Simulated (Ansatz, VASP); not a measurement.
## One calculation of W, two programs

```
W
1.0
    -1.56762    1.56762    1.56762
     1.56762   -1.56762    1.56762
     1.56762    1.56762   -1.56762
W
1
Direct
  0.00000 0.00000 0.00000
```

Alike in both runs: functional LDA; k mesh 48 × 48 × 48; occupations gaussian, width 0.1 eV; no spin polarisation.

Ansatz relaxed the structure, and its values are those at the end. VASP's run is a single point on that final structure, the one shown.

```csv
,VASP,Ansatz
version,VASP 6.6.1,Ansatz 0.2.0
potentials or method,"VASP PAW LDA potentials, release 64 (W_sv)","scalar-relativistic, plane waves, PAW"
plane-wave cutoff (eV),520,420
valence electrons in the cell,14,14
```

```csv
,VASP,Ansatz,Ansatz less VASP
gap on the k mesh at the Fermi level (eV),none,none,-
pressure (GPa),2.0,0.0,-1.99
```

LDA's correlation is that of Perdew and Zunger in VASP and of Perdew and Wang (1992) in Ansatz. A gap of «none» marks a metal or a gap that the smearing closes.

Spin-orbit coupling is off throughout.
